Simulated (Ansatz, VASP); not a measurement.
## KTaO3 in VASP and in Ansatz

File INCAR:

```
ALGO = Normal
EDIFF = 1E-6
EDIFFG = -0.01
ENCUT = 600
GGA = PE
IBRION = 2
ISIF = 3
ISMEAR = 0
LASPH = T
LCHARG = F
LREAL = F
LWAVE = F
NELM = 80
NSW = 100
PREC = Accurate
SIGMA = 0.02
```

KPOINTS

```
k-points
0
Gamma
  8 8 8
```

Contents of POSCAR:

```
KTaO3
1.0
    4.0245444164      0.0000000000      0.0000000000
    0.0000000000      4.0245444164      0.0000000000
    0.0000000000      0.0000000000      4.0245444164
K Ta O
1 1 3
Direct
    0.5000000000      0.5000000000      0.5000000000
    0.0000000000      0.0000000000      0.0000000000
    0.5000000000      0.0000000000      0.0000000000
    0.0000000000      0.5000000000      0.0000000000
    0.0000000000      0.0000000000      0.5000000000
```

Input for Ansatz:

```yaml
crystal:
  lattice:
    - [4.0245444164, 0.0, 0.0]
    - [0.0, 4.0245444164, 0.0]
    - [0.0, 0.0, 4.0245444164]
  atoms:
    - { symbol: K, position: [0.5, 0.5, 0.5] }
    - { symbol: Ta, position: [0.0, 0.0, 0.0] }
    - { symbol: O, position: [0.5, 0.0, 0.0] }
    - { symbol: O, position: [0.0, 0.5, 0.0] }
    - { symbol: O, position: [0.0, 0.0, 0.5] }
basis:
  ecutwfc: 420
kpoints:
  mp_grid: { grid: [8, 8, 8] }
hamiltonian:
  xc: pbe
scf:
  occupations: { method: gaussian, width: 0.02 }
output:
  forces: true
  stress: true
  eigenvalues: true
  write_density: true
  write_potential: true
  elf: true
  volumetric_format: npy
relax:
  adjacent_minimum: "off"
  f_tol: 0.01
  max_steps: 80
  cell: { stress_tol: 0.05 }
```

Alike in both runs: task relaxation of cell and atoms; functional PBE; k mesh 8 × 8 × 8; occupations gaussian, width 0.02 eV; no spin polarisation.

|  | VASP | Ansatz |
| --- | --- | --- |
| version | VASP 6.6.1 | Ansatz 0.2.0 |
| potentials or method | VASP PAW PBE potentials, release 64 (K_sv, Ta_pv, O), cutoff 600 eV | scalar-relativistic, plane waves, PAW |
| valence electrons in the cell | 38 | 40 |

|  | VASP | Ansatz | Ansatz less VASP |
| --- | --- | --- | --- |
| gap on the k mesh at the Fermi level, each at its own relaxed structure (eV) | 2.11 | 2.16 | +0.049 |
| relaxed volume (Å³/atom) | 13.06 | 13.04 | -0.027 |
| relaxed cell length with the largest relative difference (Å) | 4.027 | 4.025 | -0.0027 |

VASP's potentials hold 38 valence electrons a cell and Ansatz's 40, so a difference there can come from the potentials and not from the codes.

Neither program's run includes spin-orbit coupling.
